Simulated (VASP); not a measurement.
A run of VASP 6.6.1:

INCAR

```
SYSTEM = SiNi
PREC = Accurate
ENCUT = 520
EDIFF = 1E-6
ISMEAR = -1
SIGMA = 0.05
LREAL = .False.
LASPH = .True.
NELM = 150
ALGO = Normal
ISIF = 2
LWAVE = .False.
LCHARG = .False.
ISPIN = 2
MAGMOM = 1 1 0 0
LORBIT = 11
LMAXMIX = 4
GGA = RP
NBANDS = 26
```

Contents of KPOINTS:

```
Automatic mesh
0
Gamma
  9 8 6
  0 0 0
```

POSCAR

```
SiNi
1.0
    2.9622597754      0.0000000000      0.0000000000
    0.0000000000      3.3020501833      0.0000000000
    0.0000000000      0.0000000000      4.7084241314
Ni Si
2 2
Direct
    0.5000000000      0.5000000000      0.3424955900
    0.0000000000      0.0000000000      0.6575044100
    0.5000000000      0.5000000000      0.8431431600
    0.0000000000      0.0000000000      0.1568568400
```

Potentials or basis: VASP PAW PBE potentials, release 64 (Ni, Si).

The run is started by

```console
$ cat potpaw_PBE.64/Ni/POTCAR potpaw_PBE.64/Si/POTCAR > POTCAR
$ mpirun -np 1 vasp_std > vasp.out
```

Hardware: 1 thread of AMD EPYC 9R45 96-Core Processor (Zen 5) (shared host).

How long does it take, and how much memory?

It took 2.2 min on 1 thread of AMD EPYC 9R45 96-Core Processor (Zen 5) (shared host), peak memory 0.27 GiB. Counts: scf iterations 16, k points 100.
